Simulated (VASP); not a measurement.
Input of a VASP 6.6.1 run:

The input INCAR:

```
  ALGO = Normal
  EDIFF = 1E-6
  ENCUT = 500
  GGA_COMPAT = False
  ISIF = 2
  ISMEAR = -1
  LASPH = True
  LCHARG = True
  LELF = True
  LREAL = False
  LVHAR = True
  LWAVE = False
  NBANDS = 16
  NELM = 120
  PREC = Accurate
  SIGMA = 0.05
```

Contents of KPOINTS:

```
k-points
0
Gamma
  7 7 7
```

File POSCAR:

```
Ir
1.0
    0.0000000000      2.7473158615      2.7473158615
    2.7473158615      0.0000000000      2.7473158615
    2.7473158615      2.7473158615      0.0000000000
Ir
2
Direct
    1.0000000000      1.0000000000      1.0000000000
    0.2500000000      0.2500000000      0.2500000000
```

Potentials or basis: VASP PAW LDA potentials, release 64 (Ir).

The run is started by

```sh
$ cat potpaw_LDA.64/Ir/POTCAR > POTCAR
$ mpirun -np 1 vasp_std > vasp.out
```

(1) What does it give for the band gap on the k mesh?

(2) Estimate the pressure.

Results:

(1) zero (band 9 reaches 6.42 eV, above the bottom of band 10 at 4.95 eV).

(2) -1.9 GPa.

Caveat: spin-orbit coupling is left out, which moves the levels of the heavy elements.
